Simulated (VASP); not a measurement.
# HfH2 (I4/mmm) in VASP: further runs

Runs on HfH2. Level: r2SCAN+D3(BJ). Tasks: single point.

Everything below comes from runs of VASP 6.6.1. Logs are shortened: lines on timing, memory, paths and dates and some standing lists are left out, and cuts for length are marked.

## Step 1: The cell of the first run

Symmetry: I4/mmm, No. 139, tetragonal system. Conventional cell: a = 3.478 Å, b = 3.478 Å, c = 4.361 Å, α = 90.00°, β = 90.00°, γ = 90.00°. Hf (site symmetry 4/mmm) has 8 H at 2.05 Å within 2.7 Å. H (site symmetry -4m2) has 4 Hf at 2.05 Å and 6 H at 2.18 to 2.46 Å within 2.7 Å.

## Step 2: Single point, r2SCAN+D3(BJ)

POSCAR

```
HfH2
1.0
   -1.7390000000      1.7390000000      2.1805000000
    1.7390000000     -1.7390000000      2.1805000000
    1.7390000000      1.7390000000     -2.1805000000
Hf H
1 2
Direct
    0.0000000000      0.0000000000      0.0000000000
    0.7500000000      0.2500000000      0.5000000000
    0.2500000000      0.7500000000      0.5000000000
```

INCAR.step1

```
PREC = Accurate ; ENCUT = 520
ISMEAR = 0 ; SIGMA = 0.05
LREAL = F ; LASPH = T
NELM = 100 ; NBANDS = 13
GGA = PE ; ALGO = Normal
EDIFF = 1E-4 ; LWAVE = T
LCHARG = F
```

INCAR.step2

```
PREC = Accurate ; ENCUT = 520
EDIFF = 1E-6 ; ISMEAR = 0
SIGMA = 0.05 ; LREAL = F
LASPH = T ; NELM = 100
ALGO = Normal ; ISIF = 2
LWAVE = F ; LCHARG = F
METAGGA = R2SCAN ; LMIXTAU = T
IVDW = 12 ; VDW_S6 = 1.0
VDW_S8 = 0.78981345 ; VDW_A1 = 0.49484001
VDW_A2 = 5.73083694 ; NBANDS = 13
ISTART = 1
```

KPOINTS

```
Automatic mesh
0
Gamma
  12 12 12
```

Potentials or basis: VASP PAW PBE potentials, release 64 (Hf_pv, H).

The run is started by

```
$ cat potpaw_PBE.64/Hf_pv/POTCAR potpaw_PBE.64/H/POTCAR > POTCAR
$ cp INCAR.step1 INCAR
$ mpirun -np 1 vasp_std > vasp.out
$ cp INCAR.step2 INCAR
$ mpirun -np 1 vasp_std > vasp.out
```

OUTCAR:

```text
PREC = Accurate
   ENCUT = 520
   EDIFF = 1E-6
   ISMEAR = 0
   LREAL = F
   LASPH = T
   NELM = 100
   ISIF = 2
   METAGGA = R2SCAN
   IVDW = 12
   ISTART = 1
 IVDW          = 12

 ion  position               nearest neighbor table
   1  0.000  0.000  0.000-   2 2.05   3 2.05   2 2.05   3 2.05   2 2.05   3 2.05   2 2.05   3 2.05

   2  0.750  0.250  0.500-   1 2.05   1 2.05   1 2.05   1 2.05
   3  0.250  0.750  0.500-   1 2.05   1 2.05   1 2.05   1 2.05

  LATTYP: Found a body centered tetragonal cell.
 ALAT       =     3.4780000000
 C/A-ratio  =     1.2538815411

  Lattice vectors:

 A1 = (  -1.7390000000,   1.7390000000,   2.1805000000)
 A2 = (   1.7390000000,  -1.7390000000,   2.1805000000)
 A3 = (   1.7390000000,   1.7390000000,  -2.1805000000)

Analysis of symmetry for initial positions (statically):
=====================================================================
 Subroutine PRICEL returns:
 Original cell was already a primitive cell.

 Routine SETGRP: Setting up the symmetry group for a
 body centered tetragonal supercell.

 Subroutine GETGRP returns: Found 16 space group operations
 (whereof 16 operations were pure point group operations)
 out of a pool of 16 trial point group operations.

The static configuration has the point symmetry D_4h.

Analysis of symmetry for dynamics (positions and initial velocities):
=====================================================================
 Subroutine PRICEL returns:
 Original cell was already a primitive cell.

 Routine SETGRP: Setting up the symmetry group for a
 body centered tetragonal supercell.

 Subroutine GETGRP returns: Found 16 space group operations
 (whereof 16 operations were pure point group operations)
 out of a pool of 16 trial point group operations.

The dynamic configuration has the point symmetry D_4h.

 Subroutine INISYM returns: Found 16 space group operations
 (whereof 16 operations are pure point group operations),
 and found     1 'primitive' translations

----------------------------------------------------------------------------------------

                                     Primitive cell

  volume of cell :      26.3764

  direct lattice vectors                    reciprocal lattice vectors
    -1.739000000  1.739000000  2.180500000     0.000000000  0.287521564  0.229305205
     1.739000000 -1.739000000  2.180500000     0.287521564  0.000000000  0.229305205
[... 96 lines left out ...]
   TEBEG  =    0.0;   TEEND  =   0.0 temperature during run
   PSTRESS=    0.0 pullay stress
   NELECT =      12.0000    total number of electrons
   NUPDOWN=      -1.0000    fix difference up-down
   EMIN   =  10.00;   EMAX   =-10.00  energy-range for DOS
   EFERMI =   0.00;   METHOD = LEGACY
   ISMEAR =     0;   SIGMA  =   0.05  broadening in eV -4-tet -1-fermi 0-gaus
   EFERMI_NEDOS =   21; number of points for ismear=-14 and -15
   IALGO  =     38    algorithm
   IMIX   =      4    mixing-type and parameters
     AMIX     =   0.40;   BMIX     =  1.00
     AMIX_MAG =   1.60;   BMIX_MAG =  1.00
  volume/ion in A,a.u.               =       8.79        59.33
  Fermi-wavevector in a.u.,A,eV,Ry     =   1.259109  2.379372 21.570088  1.585357
  Thomas-Fermi vector in A             =   2.392686
   LORBIT       =      0    0 simple, 1 ext, 2 COOP (PROOUT), +10 PAW based schemes
   METAGGA = R2SCAN    functional components
   LHFCALC =     F    Hartree Fock is set to
   AEXX    =    0.0000 exact exchange contribution
   IVDW    =    12    specifies the selected vdW correction
   LEPSILON=     F    determine dielectric tensor
   LRPA    =     F    only Hartree local field effects (RPA)
 non-spin polarized calculation
 Gauss-broadening in eV      SIGMA  =   0.05
  energy-cutoff  :      520.00
  volume of cell :       26.38
 maximum number of plane-waves:       740
   NGX = 13   NGY = 13   NGZ = 13

 number of electron      12.0000000 magnetization

 Free energy of the ion-electron system (eV)
  ---------------------------------------------------
  ext. energy  EPLUGINS =         0.00000000
  ---------------------------------------------------
  free energy    TOTEN  =       -53.67946755 eV

  energy without entropy =      -53.67875612  energy(sigma->0) =      -53.67911183

 E-fermi :   5.4679     XC(G=0): -12.1975

 val. band max:        5.4630241947   @ k =  -0.0833   0.1667   0.0833
 cond. band min:       5.4862838690   @ k =  -0.1667  -0.1667   0.1667
 fundamental gap:      0.0232596743
 Fermi energy:         5.4679390013

 k-point     1 :       0.0000    0.0000    0.0000
  band No.  band energies     occupation
      1     -26.8626      2.00000
      2     -26.8626      2.00000
      3     -26.8108      2.00000
      4      -6.5081      2.00000
      5       3.6695      2.00000
      6       4.9753      2.00000
      7       4.9753      2.00000
      8       5.9574      0.00000
      9       7.3882      0.00000
     10       8.8343      0.00000
     11      16.6572      0.00000
     12      17.0968      0.00000
     13      17.8358      0.00000
[... 354 lines left out ...]
  band No.  band energies     occupation
      1     -27.3014      2.00000
      2     -26.9965      2.00000
      3     -26.9094      2.00000
      4      -3.4282      2.00000
      5      -0.6411      2.00000
      6       3.9902      2.00000
      7       6.5064      0.00000
      8       8.5312      0.00000
      9       9.6502      0.00000
     10      12.0879      0.00000
     11      13.3388      0.00000
     12      15.0423      0.00000
     13      16.6575      0.00000

 [... further k-points ...]

------------------------ aborting loop because EDIFF is reached ----------------------------------------

 Edisp (eV)   -0.32128

 E8    (eV) :    -0.1159

  FORCE on cell =-STRESS in cart. coord.  units (eV):
  Direction    XX          YY          ZZ          XY          YZ          ZX
  --------------------------------------------------------------------------------------
  -------------------------------------------------------------------------------------
  Total      -0.93161    -0.93161    -1.04164     0.00000     0.00000    -0.00000
  in kB     -56.58876   -56.58876   -63.27211     0.00000     0.00000    -0.00000
  external pressure =      -58.82 kB  Pullay stress =        0.00 kB

 VOLUME and BASIS-vectors are now :
 -----------------------------------------------------------------------------
  energy-cutoff  :      520.00
  volume of cell :       26.38
      direct lattice vectors                 reciprocal lattice vectors
    -1.739000000  1.739000000  2.180500000     0.000000000  0.287521564  0.229305205
     1.739000000 -1.739000000  2.180500000     0.287521564  0.000000000  0.229305205
     1.739000000  1.739000000 -2.180500000     0.287521564  0.287521564  0.000000000

 POSITION                                       TOTAL-FORCE (eV/Angst)
 -----------------------------------------------------------------------------------
      0.00000      0.00000      0.00000        -0.000000      0.000000      0.000000
     -0.00000      1.73900      1.09025         0.000000      0.000000     -0.000000
      1.73900     -0.00000      1.09025        -0.000000     -0.000000     -0.000000
 -----------------------------------------------------------------------------------
    total drift:                                0.000000      0.000000      0.000000

  FREE ENERGIE OF THE ION-ELECTRON SYSTEM (eV)
  ---------------------------------------------------
  free  energy   TOTEN  =       -54.0007430733 eV

  energy  without entropy=      -54.0000316481  energy(sigma->0) =      -54.00038736
```

OUTCAR.step1:

```text
PREC = Accurate
   ENCUT = 520
   ISMEAR = 0
   LREAL = F
[... 611 lines left out ...]
      0.00000      0.00000      0.00000         0.000000     -0.000000     -0.000000
     -0.00000      1.73900      1.09025        -0.000000      0.000000      0.000000
      1.73900     -0.00000      1.09025         0.000000      0.000000      0.000000
 -----------------------------------------------------------------------------------
    total drift:                                0.000000      0.000000      0.000000

  FREE ENERGIE OF THE ION-ELECTRON SYSTEM (eV)
  ---------------------------------------------------
  free  energy   TOTEN  =       -18.1401323566 eV

  energy  without entropy=      -18.1392993018  energy(sigma->0) =      -18.13971583
```

Run time: 2.5 min. Hardware: 1 thread of Intel Xeon 8259CL, shared host; peak memory 0.2 GiB.

Results:

```yaml
Free_energy: -54.0007 eV
Pressure: -5.9 GPa
Band_gap_on_the_k_mesh: zero (bands 6 and 7 overlap by 1.11 eV)
Dispersion_energy_per_atom: -0.107 eV
```

Stress tensor (GPa, compression positive):
```
-5.66  0.00  0.00
 0.00 -5.66  0.00
 0.00  0.00 -6.33
```

Caveat: three body term missing; the cell stands under tension; the PAW data sets were made with another functional, which shifts forces and pressure a little; spin-orbit coupling is left out, which moves the levels of the heavy elements.

## Step 3: Single point, r2SCAN+D3(BJ)

This run uses another cell than the first one, of 9.01 Å³/atom.

POSCAR

```
HfH2
1.0
   -1.7533725526      1.7533725526      2.1985214784
    1.7533725526     -1.7533725526      2.1985214784
    1.7533725526      1.7533725526     -2.1985214784
Hf H
1 2
Direct
    0.0000000000      0.0000000000      0.0000000000
    0.7500000000      0.2500000000      0.5000000000
    0.2500000000      0.7500000000      0.5000000000
```

INCAR.step1

```
SYSTEM = HfH2
PREC = Accurate ; ENCUT = 520
ISMEAR = 0 ; SIGMA = 0.05
LREAL = .FALSE. ; LASPH = .TRUE.
NELM = 80 ; NBANDS = 13
GGA = PE ; ALGO = Normal
EDIFF = 1E-4 ; LWAVE = .TRUE.
LCHARG = .FALSE.
```

INCAR.step2

```
SYSTEM = HfH2
PREC = Accurate ; ENCUT = 520
EDIFF = 1E-7 ; ISMEAR = 0
SIGMA = 0.05 ; LREAL = .FALSE.
LASPH = .TRUE. ; NELM = 80
ALGO = Normal ; ISIF = 2
LWAVE = .FALSE. ; LCHARG = .FALSE.
METAGGA = R2SCAN ; LMIXTAU = .TRUE.
IVDW = 12 ; VDW_S6 = 1.0
VDW_S8 = 0.78981345 ; VDW_A1 = 0.49484001
VDW_A2 = 5.73083694 ; NBANDS = 13
ISTART = 1
```

KPOINTS

```
regular mesh
0
G
  12 12 12
  0 0 0
```

Potentials or basis: VASP PAW PBE potentials, release 64 (Hf_pv, H).

The run is started by

```
$ cat potpaw_PBE.64/Hf_pv/POTCAR potpaw_PBE.64/H/POTCAR > POTCAR
$ cp INCAR.step1 INCAR
$ mpirun -np 1 vasp_std > vasp.out
$ cp INCAR.step2 INCAR
$ mpirun -np 1 vasp_std > vasp.out
```

It took 6.9 min on 1 thread of Intel Xeon 8259CL, shared host; peak memory 0.22 GiB.

The run converged. Its results:

* Free energy: -53.9703 eV
* Pressure: -9.1 GPa
* Band gap on the k mesh: zero (bands 6 and 7 overlap by 1.09 eV)
* Dispersion energy per atom: -0.104 eV

Stress tensor (GPa, compression positive):
```
-9.03  0.00  0.00
 0.00 -9.03  0.00
 0.00  0.00 -9.35
```

Levels at points of the mesh, in eV from the Fermi level:
```csv
k point,band 3,band 4,band 5,band 6,band 7,band 8,band 9,band 10
"(0.00, 0.00, 0.00)",-32.37,-11.83,-1.79,-0.48,-0.48,0.48,1.86,3.27
"(0.50, 0.00, 0.00)",-32.41,-8.82,-5.87,-0.83,0.65,3.85,4.45,4.76
"(0.50, 0.50, 0.00)",-32.51,-7.04,-6.44,-4.29,3.99,4.19,5.20,6.52
"(0.50, 0.50, 0.50)",-32.66,-8.06,-5.03,-3.88,4.49,4.63,4.63,5.50
```

Caveat: three body term missing; the cell stands under tension; the PAW data sets were made with another functional, which shifts forces and pressure a little; spin-orbit coupling is left out, which moves the levels of the heavy elements.

## Step 4: Single point, r2SCAN+D3(BJ)

This run uses another cell than the first one, of 9.23 Å³/atom.

POSCAR

```
HfH2
1.0
   -1.7675132645      1.7675132645      2.2162522560
    1.7675132645     -1.7675132645      2.2162522560
    1.7675132645      1.7675132645     -2.2162522560
Hf H
1 2
Direct
    0.0000000000      0.0000000000      0.0000000000
    0.7500000000      0.2500000000      0.5000000000
    0.2500000000      0.7500000000      0.5000000000
```

INCAR.step1

```
ALGO = Normal
EDIFF = 1E-4
ENCUT = 520
GGA = PE
ISMEAR = 0
LASPH = True
LCHARG = False
LREAL = False
LWAVE = True
NBANDS = 13
NELM = 60
PREC = Accurate
SIGMA = 0.05
```

INCAR.step2

```
ALGO = Normal
EDIFF = 1E-7
ENCUT = 520
ISIF = 2
ISMEAR = 0
ISTART = 1
IVDW = 12
LASPH = True
LCHARG = False
LMIXTAU = True
LREAL = False
LWAVE = False
METAGGA = R2SCAN
NBANDS = 13
NELM = 60
PREC = Accurate
SIGMA = 0.05
VDW_A1 = 0.49484001
VDW_A2 = 5.73083694
VDW_S6 = 1.0
VDW_S8 = 0.78981345
```

KPOINTS

```
k-points
0
Gamma
  12 12 12
```

The run is started by

```
$ cat potpaw_PBE.64/Hf_pv/POTCAR potpaw_PBE.64/H/POTCAR > POTCAR
$ cp INCAR.step1 INCAR
$ mpirun -np 1 vasp_std > vasp.out
$ cp INCAR.step2 INCAR
$ mpirun -np 1 vasp_std > vasp.out
```

Wall time 7.5 min (1 thread of Intel Xeon 8259CL, shared host); peak memory 0.23 GiB.

It converged, with:

- Free energy: -53.9273 eV
- Pressure: -12.0 GPa
- Band gap on the k mesh: zero (bands 6 and 7 overlap by 1.08 eV)
- Dispersion energy per atom: -0.102 eV

Levels at points of the mesh, in eV from the Fermi level:
```
           k point  band 4  band 5  band 6  band 7  band 8  band 9
(0.00, 0.00, 0.00)  -11.69   -1.79   -0.47   -0.47    0.48    1.80
(0.50, 0.00, 0.00)   -8.69   -5.87   -0.81    0.64    3.73    4.41
(0.50, 0.50, 0.00)   -6.92   -6.43   -4.20    3.87    4.06    5.04
(0.50, 0.50, 0.50)   -7.92   -5.05   -3.78    4.35    4.49    4.49
```

Caveat: three body term missing; the cell stands under tension; the PAW data sets were made with another functional, which shifts forces and pressure a little; spin-orbit coupling is left out, which moves the levels of the heavy elements.

## Step 5: Single point, r2SCAN+D3(BJ)

This run uses another cell than the first one, of 9.45 Å³/atom.

POSCAR

```
HfH2
1.0
   -1.7814312648      1.7814312648      2.2337037797
    1.7814312648     -1.7814312648      2.2337037797
    1.7814312648      1.7814312648     -2.2337037797
Hf H
1 2
Direct
    0.0000000000      0.0000000000      0.0000000000
    0.7500000000      0.2500000000      0.5000000000
    0.2500000000      0.7500000000      0.5000000000
```

INCAR.step1

```
PREC = Accurate
ENCUT = 520
ISMEAR = 0
SIGMA = 0.05
LREAL = F
LASPH = T
NELM = 100
NBANDS = 13
GGA = PE
ALGO = Normal
EDIFF = 1E-4
LWAVE = T
LCHARG = F
```

INCAR.step2

```
PREC = Accurate
ENCUT = 520
EDIFF = 1E-6
ISMEAR = 0
SIGMA = 0.05
LREAL = F
LASPH = T
NELM = 100
ALGO = Normal
ISIF = 2
LWAVE = F
LCHARG = F
METAGGA = R2SCAN
LMIXTAU = T
IVDW = 12
VDW_S6 = 1.0
VDW_S8 = 0.78981345
VDW_A1 = 0.49484001
VDW_A2 = 5.73083694
NBANDS = 13
ISTART = 1
```

KPOINTS

```
Automatic mesh
0
Gamma
  12 12 12
```

The run is started by

```
$ cat potpaw_PBE.64/Hf_pv/POTCAR potpaw_PBE.64/H/POTCAR > POTCAR
$ cp INCAR.step1 INCAR
$ mpirun -np 1 vasp_std > vasp.out
$ cp INCAR.step2 INCAR
$ mpirun -np 1 vasp_std > vasp.out
```

It took 7.6 min on 1 thread of Intel Xeon 8259CL, shared host; peak memory 0.22 GiB.

It converged, with:

```
Free energy                : -53.8730 eV
Pressure                   : -14.5 GPa
Band gap on the k mesh     : zero (bands 6 and 7 overlap by 1.07 eV)
Dispersion energy per atom : -0.100 eV
```

Stress tensor (GPa, compression positive):
```
-14.62   0.00   0.00
  0.00 -14.62   0.00
  0.00   0.00 -14.40
```

Levels at points of the mesh, in eV from the Fermi level:
| k point | band 3 | band 4 | band 5 | band 6 | band 7 | band 8 | band 9 | band 10 |
| --- | --- | --- | --- | --- | --- | --- | --- | --- |
| (0.00, 0.00, 0.00) | -32.53 | -11.56 | -1.78 | -0.46 | -0.46 | 0.47 | 1.75 | 3.09 |
| (0.50, 0.00, 0.00) | -32.57 | -8.57 | -5.86 | -0.79 | 0.62 | 3.62 | 4.37 | 4.46 |
| (0.50, 0.50, 0.00) | -32.65 | -6.81 | -6.42 | -4.12 | 3.75 | 3.93 | 4.88 | 6.29 |
| (0.50, 0.50, 0.50) | -32.78 | -7.78 | -5.06 | -3.69 | 4.21 | 4.35 | 4.35 | 5.22 |

Caveat: three body term missing; the cell stands under tension; the PAW data sets were made with another functional, which shifts forces and pressure a little; spin-orbit coupling is left out, which moves the levels of the heavy elements.

## Step 6: Single point, r2SCAN+D3(BJ)

This run uses another cell than the first one, of 9.67 Å³/atom.

POSCAR

```
HfH2
1.0
   -1.7951351208      1.7951351208      2.2508867918
    1.7951351208     -1.7951351208      2.2508867918
    1.7951351208      1.7951351208     -2.2508867918
Hf H
1 2
Direct
    0.0000000000      0.0000000000      0.0000000000
    0.7500000000      0.2500000000      0.5000000000
    0.2500000000      0.7500000000      0.5000000000
```

INCAR.step1

```
SYSTEM = HfH2
  PREC = Accurate
  ENCUT = 520
  ISMEAR = 0
  SIGMA = 0.05
  LREAL = .False.
  LASPH = .True.
  NELM = 100
  NBANDS = 13
  GGA = PE
  ALGO = Normal
  EDIFF = 1E-4
  LWAVE = .True.
  LCHARG = .False.
```

INCAR.step2

```
SYSTEM = HfH2
  PREC = Accurate
  ENCUT = 520
  EDIFF = 1E-7
  ISMEAR = 0
  SIGMA = 0.05
  LREAL = .False.
  LASPH = .True.
  NELM = 100
  ALGO = Normal
  ISIF = 2
  LWAVE = .False.
  LCHARG = .True.
  METAGGA = R2SCAN
  LMIXTAU = .True.
  IVDW = 12
  VDW_S6 = 1.0
  VDW_S8 = 0.78981345
  VDW_A1 = 0.49484001
  VDW_A2 = 5.73083694
  LELF = .True.
  LVHAR = .True.
  NBANDS = 13
  ISTART = 1
```

KPOINTS

```
regular mesh
0
Gamma
  12 12 12
  0 0 0
```

Potentials or basis: VASP PAW PBE potentials, release 64 (Hf_pv, H).

The run is started by

```
$ cat potpaw_PBE.64/Hf_pv/POTCAR potpaw_PBE.64/H/POTCAR > POTCAR
$ cp INCAR.step1 INCAR
$ mpirun -np 1 vasp_std > vasp.out
$ cp INCAR.step2 INCAR
$ mpirun -np 1 vasp_std > vasp.out
```

Run time: 6.9 min. Hardware: 1 thread of Intel Xeon 8259CL, shared host; peak memory 0.22 GiB.

The run converged. Its results:

| Property | Result |
| --- | --- |
| Free energy | -53.8090 eV |
| Pressure | -16.8 GPa |
| Band gap on the k mesh | zero (bands 6 and 7 overlap by 1.05 eV) |
| Dispersion energy per atom | -0.097 eV |

Stress tensor (GPa, compression positive):
```
-16.91   0.00   0.00
  0.00 -16.91   0.00
  0.00   0.00 -16.47
```

Levels at points of the mesh, in eV from the Fermi level:
```
           k point  band 3  band 4  band 5  band 6  band 7  band 8  band 9  band 10
(0.00, 0.00, 0.00)  -32.61  -11.42   -1.78   -0.46   -0.46    0.46    1.70     3.00
(0.50, 0.00, 0.00)  -32.65   -8.46   -5.85   -0.77    0.61    3.51    4.33     4.34
(0.50, 0.50, 0.00)  -32.72   -6.70   -6.41   -4.04    3.64    3.81    4.73     6.18
(0.50, 0.50, 0.50)  -32.84   -7.65   -5.07   -3.59    4.08    4.22    4.22     5.09
```

Caveat: three body term missing; the cell stands under tension; the PAW data sets were made with another functional, which shifts forces and pressure a little; spin-orbit coupling is left out, which moves the levels of the heavy elements.

## Step 7: The runs side by side

| cell | gap on the mesh (eV) | pressure (GPa) |
| --- | --- | --- |
| a = 3.287 Å, angles 116.1, 116.1, 96.9°, 3 atoms | none | -5.9 |
| a = 3.314 Å, angles 116.1, 116.1, 96.9°, 3 atoms | none | -9.1 |
| a = 3.341 Å, angles 116.1, 116.1, 96.9°, 3 atoms | none | -12.0 |
| a = 3.367 Å, angles 116.1, 116.1, 96.9°, 3 atoms | none | -14.5 |
| a = 3.393 Å, angles 116.1, 116.1, 96.9°, 3 atoms | none | -16.8 |

Alike in all rows: task single point; level r2SCAN+D3(BJ); potentials or basis VASP PAW PBE potentials, release 64 (Hf_pv, H); no spin polarisation; k mesh 12 × 12 × 12; cutoff (eV) 520; smearing gaussian 0.05 eV.

Caveats: three body term missing; the cell stands under tension; the PAW data sets were made with another functional, which shifts forces and pressure a little; spin-orbit coupling is left out, which moves the levels of the heavy elements.

Total energies depend on the potentials used, so only differences within one code and one set of settings carry meaning.

The gap in the log of VASP goes by the Fermi energy; the results here count the filled bands.